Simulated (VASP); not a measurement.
Set up this calculation in VASP 6.6.1, as the native input.

```yaml
Task: single point
Functional: PBE
Potentials_or_basis: VASP PAW PBE potentials, release 64 (Zr_sv)
Cutoff: 500 eV
k_mesh: 14 × 14 × 14
Occupations: fermi-dirac, width 0.1 eV
Spin: no spin polarisation
Dipole_correction: no
Further_INCAR_settings: ALGO = Normal; EDIFF = 1e-06; NBANDS = 19
```

The structure of Zr lies in POSCAR:

```
Zr
1.0
   -2.6748592041      2.6748592041      1.4845867016
    2.6748592041     -2.6748592041      1.4845867016
    2.6748592041      2.6748592041     -1.4845867016
Zr
2
Direct
   -0.3750000000     -0.1250000000     -0.2500000000
    0.3750000000      0.1250000000      0.2500000000
```

The input as run:

INCAR

```
ALGO = Normal
EDIFF = 1E-6
ENCUT = 500
GGA = PE
GGA_COMPAT = False
ISIF = 2
ISMEAR = -1
LASPH = True
LCHARG = False
LREAL = False
LWAVE = False
NBANDS = 19
NELM = 120
PREC = Accurate
SIGMA = 0.1
```

KPOINTS

```
k-points
0
Gamma
  14 14 14
```

Potentials or basis: VASP PAW PBE potentials, release 64 (Zr_sv).

Run with:

```sh
$ cat potpaw_PBE.64/Zr_sv/POTCAR > POTCAR
$ mpirun -np 1 vasp_std > vasp.out
```

It gave:

| Item | Value |
| --- | --- |
| Pressure | 10.1 GPa |
| Band gap on the k mesh | zero (bands 12 and 13 overlap by 1.06 eV) |

Caveat: the cell stands under pressure.

Wall time 2.8 min on 1 thread of Intel(R) Xeon(R) Platinum 8375C CPU @ 2.90GHz (Ice Lake), on a shared host, peak memory 0.28 GiB.
